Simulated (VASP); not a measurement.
A run of VASP 6.6.1:

Contents of POSCAR:

```
MgS
1.0
    0.0000000000      2.6016500000      2.6016500000
    2.6016500000      0.0000000000      2.6016500000
    2.6016500000      2.6016500000      0.0000000000
S Mg
1 1
Direct
    0.5000000000      0.5000000000      0.5000000000
    0.0000000000      0.0000000000      0.0000000000
```

File INCAR.step1:

```
SYSTEM = MgS
  PREC = Accurate
  ENCUT = 520
  EDIFF = 1E-5
  ISMEAR = -1
  SIGMA = 0.05
  LREAL = .False.
  LASPH = .True.
  NELM = 80
  ALGO = Normal
  ISIF = 2
  LWAVE = .True.
  LCHARG = .False.
  NBANDS = 11
  GGA = PE
```

INCAR.step2

```
SYSTEM = MgS
  PREC = Accurate
  ENCUT = 520
  EDIFF = 1E-7
  ISMEAR = -1
  SIGMA = 0.05
  LREAL = .False.
  LASPH = .True.
  NELM = 80
  ALGO = Normal
  ISIF = 2
  LWAVE = .False.
  LCHARG = .False.
  GGA = B3
  LHFCALC = .True.
  AEXX = 0.2
  AGGAX = 0.72
  AGGAC = 0.81
  ALDAC = 0.19
  PRECFOCK = Normal
  NBANDS = 11
  ISTART = 1
```

Contents of KPOINTS:

```
regular mesh
0
Gamma
  5 5 5
  0 0 0
```

Potentials or basis: VASP PAW PBE potentials, release 64 (S, Mg).

Launch:

```sh
$ cat potpaw_PBE.64/S/POTCAR potpaw_PBE.64/Mg/POTCAR > POTCAR
$ cp INCAR.step1 INCAR
$ mpirun -np 1 vasp_std > vasp.out
$ cp INCAR.step2 INCAR
$ mpirun -np 1 vasp_std > vasp.out
```

Hardware: 1 thread of AMD EPYC 7R43 64-Core Processor (Zen 3), on a shared host.

Task: How long does it take, and how much memory?

Result: It took 9.9 min on 1 thread of AMD EPYC 7R43 64-Core Processor (Zen 3), on a shared host, peak memory 0.14 GiB. Counts: k points 10.
